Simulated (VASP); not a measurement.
BeS4, 5 atoms in the cell. The structure is tetragonal, space group P4/mmm (No. 123). Conventional cell: a = 5.044 Å, b = 5.044 Å, c = 3.367 Å, α = 90.00°, β = 90.00°, γ = 90.00°. Within 3.2 Å of Be (site symmetry 4/mmm) lie 8 S at 2.44 Å. S (site symmetry m2m) has 2 Be at 2.44 Å and 4 S at 2.50 to 2.54 Å within 3.2 Å. The cell was built from a structure type or drawn by symmetry, and may not be a known phase.

- Program: VASP 6.6.1
- Task: single point
- Functional: PBE
- Potentials or basis: VASP PAW PBE potentials, release 64 (Be, S)
- Cutoff: 520 eV
- k mesh: 4 × 4 × 6
- Occupations: gaussian, width 0.1 eV
- Spin: no spin polarisation
- Dipole correction: no
- Further INCAR settings: ALGO = Normal; EDIFF = 1e-07; NBANDS = 21

Potentials or basis: VASP PAW PBE potentials, release 64 (Be, S).

Launch:

```console
$ cat potpaw_PBE.64/Be/POTCAR potpaw_PBE.64/S/POTCAR > POTCAR
$ mpirun -np 1 vasp_std > vasp.out
```

Hardware: 1 thread of Intel Xeon 8259CL, on a shared host.

Estimate the wall time of this run.

Run time: 57 s on 1 thread of Intel Xeon 8259CL, with other jobs on the host, peak memory 0.2 GiB. Counts: scf iterations 14, k points 24.
